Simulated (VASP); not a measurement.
## Ag: single point with RPBE

The system is Ag.

```xyz
2
Lattice="-2.0428 1.6785 1.4979 1.6785 -2.0428 1.4979 3.8864 3.8864 -2.1652" Properties=species:S:1:pos:R:3 pbc="T T T"
Ag   -1.8882    1.5239    1.4979
Ag    0.6762    2.8459    0.4153
```

This isn't the form of Ag at room conditions, which is fcc.

```yaml
Program: VASP 6.6.1
Task: single point
Functional: RPBE
Potentials_or_basis: VASP PAW PBE potentials, release 64 (Ag)
Cutoff: 520 eV
k_mesh: 15 × 15 × 7
Occupations: fermi-dirac, width 0.1 eV
Spin: no spin polarisation
```

```
Pressure               : -4.5 GPa
Band gap on the k mesh : zero (bands 11 and 12 overlap by 6.98 eV)
```

Forces on the atoms (eV/Å):
```
Ag  -0.001  0.001  0.000
Ag   0.001 -0.001  0.000
```

Levels at points of the mesh, in eV from the Fermi level:
```csv
k point,band 7,band 8,band 9,band 10,band 11,band 12,band 13,band 14,band 15,band 16
"(0.00, 0.00, 0.00)",-4.14,-3.83,-3.82,-3.12,-3.12,-0.12,2.50,15.14,16.38,16.58
```

Wall time 3.7 min on 1 thread of Intel(R) Xeon(R) Platinum 8259CL CPU @ 2.50GHz (Skylake/Cascade Lake), on a shared host, peak memory 0.37 GiB.

Caveat: the cell stands under tension; the PAW data sets were made with another functional, which shifts forces and pressure a little.
